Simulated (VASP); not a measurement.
# Al (Fmmm) in VASP: a series of runs

Al is run at these levels: r2SCAN; tasks: single point.

Program: VASP 6.6.1. These are calculated values, not measurements. Logs are shortened: lines on timing, memory, paths and dates and some standing lists are left out, and cuts for length are marked.

## Step 1: The cell of the first run

Symmetry: Fmmm, No. 69, orthorhombic system. The conventional cell has a = 3.182 Å, b = 4.332 Å, c = 4.669 Å, α = 90.00°, β = 90.00°, γ = 90.00°. Al (site symmetry mmm) has 14 Al at 2.69 to 3.18 Å within 3.5 Å.

## Step 2: Single point, r2SCAN (strain +0.0750 x Voigt [0, 0, 0, 1, 0, 0])

Contents of POSCAR:

```
Al
1.0
   -1.5912186900      1.6508893909      1.6508893909
    1.5912186900     -1.5315479891      1.5315479891
    1.5912186900      1.5315479891     -1.5315479891
Al
1
Direct
    0.0000000000      0.0000000000      0.0000000000
```

Contents of INCAR.step1:

```
  PREC = Accurate
  ENCUT = 520
  ISMEAR = 0
  SIGMA = 0.15
  LREAL = False
  LASPH = True
  NELM = 100
  NBANDS = 8
  GGA = PE
  ALGO = Normal
  EDIFF = 1E-4
  LWAVE = True
  LCHARG = False
```

Contents of INCAR.step2:

```
  PREC = Accurate
  ENCUT = 520
  EDIFF = 1E-6
  ISMEAR = 0
  SIGMA = 0.15
  LREAL = False
  LASPH = True
  NELM = 100
  ALGO = Normal
  ISIF = 2
  LWAVE = False
  LCHARG = False
  METAGGA = R2SCAN
  LMIXTAU = True
  NBANDS = 8
  ISTART = 1
```

Contents of KPOINTS:

```
regular mesh
0
Gamma
  20 20 20
```

Potentials or basis: VASP PAW PBE potentials, release 64 (Al).

Run with:

```bash
cat potpaw_PBE.64/Al/POTCAR > POTCAR
cp INCAR.step1 INCAR
mpirun -np 1 vasp_std > vasp.out
cp INCAR.step2 INCAR
mpirun -np 1 vasp_std > vasp.out
```

OUTCAR:

```text
PREC = Accurate
   ENCUT = 520
   EDIFF = 1E-6
   ISMEAR = 0
   LREAL = False
   LASPH = True
   NELM = 100
   ISIF = 2
   METAGGA = R2SCAN
   ISTART = 1

 ion  position               nearest neighbor table
   1  0.000  0.000  0.000-

  LATTYP: Found a face centered orthorhombic cell.
 ALAT       =     3.1824373800
 B/A-ratio  =     1.3611805538
 C/A-ratio  =     1.4672465710

  Lattice vectors:

 A1 = (   0.0000000000,   3.1824373800,   0.1193414018)
 A2 = (   1.5912186900,   1.6508893909,   1.6508893909)
 A3 = (   1.5912186900,   1.5315479891,  -1.5315479891)

Analysis of symmetry for initial positions (statically):
=====================================================================
 Subroutine PRICEL returns:
 Original cell was already a primitive cell.

 Routine SETGRP: Setting up the symmetry group for a
 face centered orthorhombic supercell.

 Subroutine GETGRP returns: Found  8 space group operations
 (whereof  8 operations were pure point group operations)
 out of a pool of  8 trial point group operations.

The static configuration has the point symmetry D_2h.

Analysis of symmetry for dynamics (positions and initial velocities):
=====================================================================
 Subroutine PRICEL returns:
 Original cell was already a primitive cell.

 Routine SETGRP: Setting up the symmetry group for a
 face centered orthorhombic supercell.

 Subroutine GETGRP returns: Found  8 space group operations
 (whereof  8 operations were pure point group operations)
 out of a pool of  8 trial point group operations.

The dynamic configuration has the point symmetry D_2h.

 Subroutine INISYM returns: Found  8 space group operations
 (whereof  8 operations are pure point group operations),
 and found     1 'primitive' translations

----------------------------------------------------------------------------------------

                                     Primitive cell

  volume of cell :      16.0931

  direct lattice vectors                    reciprocal lattice vectors
    -1.591218690  1.650889391  1.650889391     0.000000000  0.302867050  0.302867050
     1.591218690 -1.531547989  1.531547989     0.314224565 -0.011800015  0.314667065
     1.591218690  1.531547989 -1.531547989     0.314224565  0.314667065 -0.011800015

  length of vectors
     2.825393509  2.687611468  2.687611468     0.428318690  0.444850176  0.444850176

  position of ions in fractional coordinates (direct lattice)
     0.000000000  0.000000000  0.000000000
[... 79 lines left out ...]
   NSW    =      0    number of steps for IOM
   IBRION =     -1    ionic relax: 0-MD 1-quasi-New 2-CG
   NFREE  =      0    steps in history (QN), initial steepest desc. (CG)
   ISIF   =      2    stress and relaxation
   ISYM   =      2    0-nonsym 1-usesym 2-fastsym
   POTIM  = 0.5000    time-step for ionic-motion
   TEBEG  =    0.0;   TEEND  =   0.0 temperature during run
   PSTRESS=    0.0 pullay stress
   NELECT =       3.0000    total number of electrons
   NUPDOWN=      -1.0000    fix difference up-down
   EMIN   =  10.00;   EMAX   =-10.00  energy-range for DOS
   EFERMI =   0.00;   METHOD = LEGACY
   ISMEAR =     0;   SIGMA  =   0.15  broadening in eV -4-tet -1-fermi 0-gaus
   EFERMI_NEDOS =   21; number of points for ismear=-14 and -15
   IALGO  =     38    algorithm
   IMIX   =      4    mixing-type and parameters
     AMIX     =   0.40;   BMIX     =  1.00
     AMIX_MAG =   1.60;   BMIX_MAG =  1.00
  volume/ion in A,a.u.               =      16.09       108.60
  Fermi-wavevector in a.u.,A,eV,Ry     =   0.935196  1.767263 11.899529  0.874591
  Thomas-Fermi vector in A             =   2.062078
   LORBIT       =      0    0 simple, 1 ext, 2 COOP (PROOUT), +10 PAW based schemes
   METAGGA = R2SCAN    functional components
   LHFCALC =     F    Hartree Fock is set to
   AEXX    =    0.0000 exact exchange contribution
   IVDW    =     0    specifies the selected vdW correction
   LEPSILON=     F    determine dielectric tensor
   LRPA    =     F    only Hartree local field effects (RPA)
 non-spin polarized calculation
 Gauss-broadening in eV      SIGMA  =   0.15
  energy-cutoff  :      520.00
  volume of cell :       16.09
 maximum number of plane-waves:       448
 NGX is ok and might be reduce to    24
   NGX = 11   NGY =  9   NGZ =  9

 number of electron       3.0000000 magnetization

 Free energy of the ion-electron system (eV)
  ---------------------------------------------------
  ext. energy  EPLUGINS =         0.00000000
  ---------------------------------------------------
  free energy    TOTEN  =        -6.60985819 eV

  energy without entropy =       -6.60523589  energy(sigma->0) =       -6.60754704

 E-fermi :   8.2914     XC(G=0): -11.0136

 val. band max:        8.2895659828   @ k =  -0.4500  -0.3500   0.1500
 cond. band min:       8.2922892160   @ k =   0.1500   0.2500   0.2000
 fundamental gap:      0.0027232333
 Fermi energy:         8.2914350099

 k-point     1 :       0.0000    0.0000    0.0000
  band No.  band energies     occupation
      1      -3.7463      2.00000
      2      21.8042      0.00000
      3      21.9380      0.00000
      4      23.0883      0.00000
      5      23.1754      0.00000
      6      24.6317      0.00000
      7      25.2210      0.00000
      8      25.8060      0.00000
[... 243 lines left out ...]
 k-point    24 :       0.1000    0.1000   -0.0000
  band No.  band energies     occupation
      1      -2.8592      2.00000
      2      16.1028      0.00000
      3      17.6492      0.00000
      4      20.5441      0.00000
      5      23.5075      0.00000
      6      25.0454      0.00000
      7      26.3526      0.00000
      8      26.5823      0.00000

 [... further k-points ...]

------------------------ aborting loop because EDIFF is reached ----------------------------------------

  FORCE on cell =-STRESS in cart. coord.  units (eV):
  Direction    XX          YY          ZZ          XY          YZ          ZX
  --------------------------------------------------------------------------------------
  -------------------------------------------------------------------------------------
  Total        0.1050744      0.0761546      0.0761546      0.0000000     -0.4458961      0.0000000
  in kB       10.4609043      7.5817332      7.5817332      0.0000000    -44.3921083      0.0000000
  external PRESSURE =       8.5414569 kB  Pullay stress =       0.0000000 kB

 VOLUME and BASIS-vectors are now :
 -----------------------------------------------------------------------------
  energy-cutoff  :      520.00
  volume of cell :       16.09
      direct lattice vectors                 reciprocal lattice vectors
    -1.591218690  1.650889391  1.650889391     0.000000000  0.302867050  0.302867050
     1.591218690 -1.531547989  1.531547989     0.314224565 -0.011800015  0.314667065
     1.591218690  1.531547989 -1.531547989     0.314224565  0.314667065 -0.011800015

 POSITION                                       TOTAL-FORCE (eV/Angst)
 -----------------------------------------------------------------------------------
      0.00000      0.00000      0.00000         0.000000      0.000000      0.000000
 -----------------------------------------------------------------------------------
    total drift:                                0.000000      0.000000      0.000000

  FREE ENERGIE OF THE ION-ELECTRON SYSTEM (eV)
  ---------------------------------------------------
  free  energy   TOTEN  =        -6.6098581915 eV

  energy  without entropy=       -6.6052358878  energy(sigma->0) =       -6.60754704
```

OSZICAR.step1:

```text
N       E                     dE             d eps       ncg     rms          rms(c)
DAV:   1    -0.225366296545E+01   -0.22537E+01   -0.85899E+02 18720   0.204E+02
DAV:   2    -0.364659717155E+01   -0.13929E+01   -0.13349E+01 26432   0.187E+01
DAV:   3    -0.365319749785E+01   -0.66003E-02   -0.65961E-02 23008   0.144E+00
DAV:   4    -0.365321472424E+01   -0.17226E-04   -0.17227E-04 27080   0.654E-02
DAV:   5    -0.365321477969E+01   -0.55442E-07   -0.55682E-07 23328   0.247E-03    0.130E+00
DAV:   6    -0.363852034389E+01    0.14694E-01   -0.17904E-03 20864   0.192E-01    0.752E-01
DAV:   7    -0.362828882001E+01    0.10232E-01   -0.53535E-03 21008   0.311E-01    0.144E-01
DAV:   8    -0.362828196998E+01    0.68500E-05   -0.22216E-05 24208   0.312E-02
   1 F= -.36282820E+01 E0= -.36258436E+01  d E =-.487680E-02
```

It took 2.9 min on 1 thread of Intel Xeon Platinum 8488C (Sapphire Rapids), shared host; peak memory 0.23 GiB.

What came out:

```yaml
Free_energy: -6.6099 eV
Pressure: 0.9 GPa
Band_gap_on_the_k_mesh: zero (an odd number of electrons rules out a gap without spin polarisation)
```

Stress tensor (GPa, compression positive):
```
 1.05  0.00  0.00
 0.00  0.76 -4.44
 0.00 -4.44  0.76
```

Caveat: the cell differs from its parent crystal (strain +0.0750 x Voigt [0, 0, 0, 1, 0, 0]); the PAW data sets were made with another functional, which shifts forces and pressure a little.

## Step 3: Single point, r2SCAN (strain -0.0500 x Voigt [0, 0, 0, 1, 0, 0])

Contents of POSCAR:

```
Al
1.0
   -1.5912186900      1.5514382228      1.5514382228
    1.5912186900     -1.6309991572      1.6309991572
    1.5912186900      1.6309991572     -1.6309991572
Al
1
Direct
    0.0000000000      0.0000000000      0.0000000000
```

Contents of INCAR.step1:

```
SYSTEM = Al
  ALGO = Normal
  EDIFF = 1E-4
  ENCUT = 520
  GGA = PE
  ISMEAR = 0
  LASPH = .True.
  LCHARG = .False.
  LREAL = .False.
  LWAVE = .True.
  NBANDS = 8
  NELM = 100
  PREC = Accurate
  SIGMA = 0.15
```

Contents of INCAR.step2:

```
SYSTEM = Al
  ALGO = Normal
  EDIFF = 1E-6
  ENCUT = 520
  ISIF = 2
  ISMEAR = 0
  ISTART = 1
  LASPH = .True.
  LCHARG = .False.
  LMIXTAU = .True.
  LREAL = .False.
  LWAVE = .False.
  METAGGA = R2SCAN
  NBANDS = 8
  NELM = 100
  PREC = Accurate
  SIGMA = 0.15
```

Contents of KPOINTS:

```
k-points
0
Gamma
  20 20 20
  0 0 0
```

Potentials or basis: VASP PAW PBE potentials, release 64 (Al).

Run with:

```bash
cat potpaw_PBE.64/Al/POTCAR > POTCAR
cp INCAR.step1 INCAR
mpirun -np 1 vasp_std > vasp.out
cp INCAR.step2 INCAR
mpirun -np 1 vasp_std > vasp.out
```

Wall time 5.9 min (1 thread of Intel Xeon Platinum 8488C (Sapphire Rapids), shared host); peak memory 0.24 GiB.

Results (log left out):

* Free energy: -6.6192 eV
* Pressure: 0.4 GPa
* Band gap on the k mesh: zero (an odd number of electrons rules out a gap without spin polarisation)

Stress tensor (GPa, compression positive):
```
0.74 0.00 0.00
0.00 0.29 2.98
0.00 2.98 0.29
```

Levels at points of the mesh, in eV from the Fermi level:
```
           k point  band 1  band 2  band 3  band 4  band 5
(0.00, 0.00, 0.00)  -12.04   13.81   13.84   14.58   15.41
(0.50, 0.00, 0.00)   -4.55   -3.54    8.49    8.60   10.54
(0.00, 0.50, 0.00)   -4.81   -4.04    8.63    8.75   11.12
(0.00, 0.50, 0.50)   -5.06   -4.53    8.87    9.54   11.08
(0.50, 0.50, 0.50)    1.81    2.03    2.32    2.92    2.95
```

Caveat: the cell differs from its parent crystal (strain -0.0500 x Voigt [0, 0, 0, 1, 0, 0]); the PAW data sets were made with another functional, which shifts forces and pressure a little.

## Step 4: Single point, r2SCAN (strain +0.0875 x Voigt [0, 0, 0, 1, 0, 0])

Contents of POSCAR:

```
Al
1.0
   -1.5912186900      1.6608345077      1.6608345077
    1.5912186900     -1.5216028723      1.5216028723
    1.5912186900      1.5216028723     -1.5216028723
Al
1
Direct
    0.0000000000      0.0000000000      0.0000000000
```

Contents of INCAR.step1:

```
SYSTEM = Al
  ALGO = Normal
  EDIFF = 1E-4
  ENCUT = 520
  GGA = PE
  ISMEAR = 0
  LASPH = .TRUE.
  LCHARG = .FALSE.
  LREAL = .FALSE.
  LWAVE = .TRUE.
  NBANDS = 8
  NELM = 60
  PREC = Accurate
  SIGMA = 0.15
```

Contents of INCAR.step2:

```
SYSTEM = Al
  ALGO = Normal
  EDIFF = 1E-7
  ENCUT = 520
  ISIF = 2
  ISMEAR = 0
  ISTART = 1
  LASPH = .TRUE.
  LCHARG = .TRUE.
  LELF = .TRUE.
  LMIXTAU = .TRUE.
  LREAL = .FALSE.
  LVHAR = .TRUE.
  LWAVE = .FALSE.
  METAGGA = R2SCAN
  NBANDS = 8
  NELM = 60
  PREC = Accurate
  SIGMA = 0.15
```

Contents of KPOINTS:

```
k-points
0
G
  20 20 20
  0 0 0
```

Run with:

```bash
cat potpaw_PBE.64/Al/POTCAR > POTCAR
cp INCAR.step1 INCAR
mpirun -np 1 vasp_std > vasp.out
cp INCAR.step2 INCAR
mpirun -np 1 vasp_std > vasp.out
```

Run time: 3.3 min. Hardware: 1 thread of Intel Xeon Platinum 8488C (Sapphire Rapids), shared host; peak memory 0.23 GiB.

The run converged. Its results:

```
Free energy            : -6.6038 eV
Pressure               : 1.1 GPa
Band gap on the k mesh : zero (an odd number of electrons rules out a gap without spin polarisation)
```

Stress tensor (GPa, compression positive):
```
 1.28  0.00  0.00
 0.00  1.01 -5.16
 0.00 -5.16  1.01
```

Levels at points of the mesh, in eV from the Fermi level:
```
           k point  band 1  band 2  band 3  band 4  band 5  band 6
(0.00, 0.00, 0.00)  -12.04   13.32   13.57   14.61   14.91   16.36
(0.50, 0.00, 0.00)   -5.22   -4.88    8.98    9.96   11.33   13.43
(0.00, 0.50, 0.00)   -4.81   -4.02    8.39    8.46   11.65   12.88
(0.00, 0.50, 0.50)   -4.32   -3.14    8.12    8.51   10.37   11.59
(0.50, 0.50, 0.50)    1.69    2.03    2.57    2.92    3.02    6.84
```

Caveat: the cell differs from its parent crystal (strain +0.0875 x Voigt [0, 0, 0, 1, 0, 0]); the PAW data sets were made with another functional, which shifts forces and pressure a little.

## Step 5: Single point, r2SCAN (strain +0.0625 x Voigt [0, 0, 0, 1, 0, 0])

Contents of POSCAR:

```
Al
1.0
   -1.5912186900      1.6409442741      1.6409442741
    1.5912186900     -1.5414931059      1.5414931059
    1.5912186900      1.5414931059     -1.5414931059
Al
1
Direct
    0.0000000000      0.0000000000      0.0000000000
```

Contents of INCAR.step1:

```
PREC     = Accurate       # precision mode
ENCUT    = 520            # plane-wave cutoff, eV
ISMEAR   = 0              # smearing method
SIGMA    = 0.15           # smearing width, eV
LREAL    = F              # projectors in reciprocal space
LASPH    = T              # aspherical terms in the spheres
NELM     = 100            # most SCF steps
NBANDS   = 8              # bands
GGA      = PE             # functional
ALGO     = Normal         # electronic algorithm
EDIFF    = 1E-4           # SCF threshold, eV
LWAVE    = T              # write WAVECAR
LCHARG   = F              # write CHGCAR
```

Contents of INCAR.step2:

```
PREC     = Accurate       # precision mode
ENCUT    = 520            # plane-wave cutoff, eV
EDIFF    = 1E-6           # SCF threshold, eV
ISMEAR   = 0              # smearing method
SIGMA    = 0.15           # smearing width, eV
LREAL    = F              # projectors in reciprocal space
LASPH    = T              # aspherical terms in the spheres
NELM     = 100            # most SCF steps
ALGO     = Normal         # electronic algorithm
ISIF     = 2              # what is computed and relaxed
LWAVE    = F              # write WAVECAR
LCHARG   = F              # write CHGCAR
METAGGA  = R2SCAN         # meta-GGA
LMIXTAU  = T            
NBANDS   = 8              # bands
ISTART   = 1
```

Contents of KPOINTS:

```
Automatic mesh
0
Gamma
  20 20 20
```

Run with:

```bash
cat potpaw_PBE.64/Al/POTCAR > POTCAR
cp INCAR.step1 INCAR
mpirun -np 1 vasp_std > vasp.out
cp INCAR.step2 INCAR
mpirun -np 1 vasp_std > vasp.out
```

It took 3.1 min on 1 thread of Intel Xeon Platinum 8488C (Sapphire Rapids), shared host; peak memory 0.23 GiB.

The run converged. Its results:

```
Free energy            : -6.6150 eV
Pressure               : 0.6 GPa
Band gap on the k mesh : zero (an odd number of electrons rules out a gap without spin polarisation)
```

Stress tensor (GPa, compression positive):
```
 0.92  0.00  0.00
 0.00  0.50 -3.71
 0.00 -3.71  0.50
```

Levels at points of the mesh, in eV from the Fermi level:
```
           k point  band 1  band 2  band 3  band 4
(0.00, 0.00, 0.00)  -12.04   13.69   13.73   14.68
(0.50, 0.00, 0.00)   -5.11   -4.65    8.90    9.68
(0.00, 0.50, 0.00)   -4.81   -4.03    8.58    8.64
(0.00, 0.50, 0.50)   -4.48   -3.40    8.36    8.57
(0.50, 0.50, 0.50)    1.77    2.03    2.40    2.92
```

Caveat: the cell differs from its parent crystal (strain +0.0625 x Voigt [0, 0, 0, 1, 0, 0]); the PAW data sets were made with another functional, which shifts forces and pressure a little.

## Step 6: Single point, r2SCAN (strain +0.0375 x Voigt [0, 0, 0, 1, 0, 0])

Contents of POSCAR:

```
Al
1.0
   -1.5912186900      1.6210540404      1.6210540404
    1.5912186900     -1.5613833396      1.5613833396
    1.5912186900      1.5613833396     -1.5613833396
Al
1
Direct
    0.0000000000      0.0000000000      0.0000000000
```

Contents of INCAR.step1:

```
PREC = Accurate
ENCUT = 520
ISMEAR = 0
SIGMA = 0.15
LREAL = F
LASPH = T
NELM = 60
NBANDS = 8
GGA = PE
ALGO = Normal
EDIFF = 1E-4
LWAVE = T
LCHARG = F
```

Contents of INCAR.step2:

```
PREC = Accurate
ENCUT = 520
EDIFF = 1E-7
ISMEAR = 0
SIGMA = 0.15
LREAL = F
LASPH = T
NELM = 60
ALGO = Normal
ISIF = 2
LWAVE = F
LCHARG = T
METAGGA = R2SCAN
LMIXTAU = T
LELF = T
LVHAR = T
NBANDS = 8
ISTART = 1
```

Contents of KPOINTS:

```
regular mesh
0
Gamma
  20 20 20
```

Potentials or basis: VASP PAW PBE potentials, release 64 (Al).

Run with:

```bash
cat potpaw_PBE.64/Al/POTCAR > POTCAR
cp INCAR.step1 INCAR
mpirun -np 1 vasp_std > vasp.out
cp INCAR.step2 INCAR
mpirun -np 1 vasp_std > vasp.out
```

Wall time 3.8 min (1 thread of Intel Xeon Platinum 8488C (Sapphire Rapids), shared host); peak memory 0.23 GiB.

Results (log left out):

| Item | Value |
| --- | --- |
| Free energy | -6.6225 eV |
| Pressure | 0.3 GPa |
| Band gap on the k mesh | zero (an odd number of electrons rules out a gap without spin polarisation) |

Stress tensor (GPa, compression positive):
```
 0.42  0.00  0.00
 0.00  0.21 -2.13
 0.00 -2.13  0.21
```

Levels at points of the mesh, in eV from the Fermi level:
| k point | band 1 | band 2 | band 3 | band 4 | band 5 |
| --- | --- | --- | --- | --- | --- |
| (0.00, 0.00, 0.00) | -12.04 | 13.90 | 13.98 | 14.47 | 15.65 |
| (0.50, 0.00, 0.00) | -5.00 | -4.41 | 8.83 | 9.41 | 11.01 |
| (0.00, 0.50, 0.00) | -4.81 | -4.04 | 8.68 | 8.85 | 10.99 |
| (0.00, 0.50, 0.50) | -4.61 | -3.66 | 8.62 | 8.63 | 10.61 |
| (0.50, 0.50, 0.50) | 1.87 | 2.04 | 2.25 | 2.92 | 2.94 |

Caveat: the cell differs from its parent crystal (strain +0.0375 x Voigt [0, 0, 0, 1, 0, 0]); the PAW data sets were made with another functional, which shifts forces and pressure a little.

## Step 7: Overview

```csv
cell,gap on the mesh (eV),pressure (GPa)
"a = 2.825, b = 2.688, c = 2.688 Å, angles 107.4, 109.5, 109.5°, 1 atom",none,0.9
"a = 2.710, b = 2.802, c = 2.802 Å, angles 110.8, 109.5, 109.5°, 1 atom",none,0.4
"a = 2.837, b = 2.676, c = 2.676 Å, angles 107.0, 109.5, 109.5°, 1 atom",none,1.1
"a = 2.814, b = 2.699, c = 2.699 Å, angles 107.7, 109.5, 109.5°, 1 atom",none,0.6
"a = 2.791, b = 2.722, c = 2.722 Å, angles 108.4, 109.5, 109.5°, 1 atom",none,0.3
```

Alike in all rows: task single point; level r2SCAN; potentials or basis VASP PAW PBE potentials, release 64 (Al); no spin polarisation; k mesh 20 × 20 × 20; cutoff (eV) 520; smearing gaussian 0.15 eV.

Caveats: the PAW data sets were made with another functional, which shifts forces and pressure a little.

Absolute energies hang on the potentials; compare differences alone.
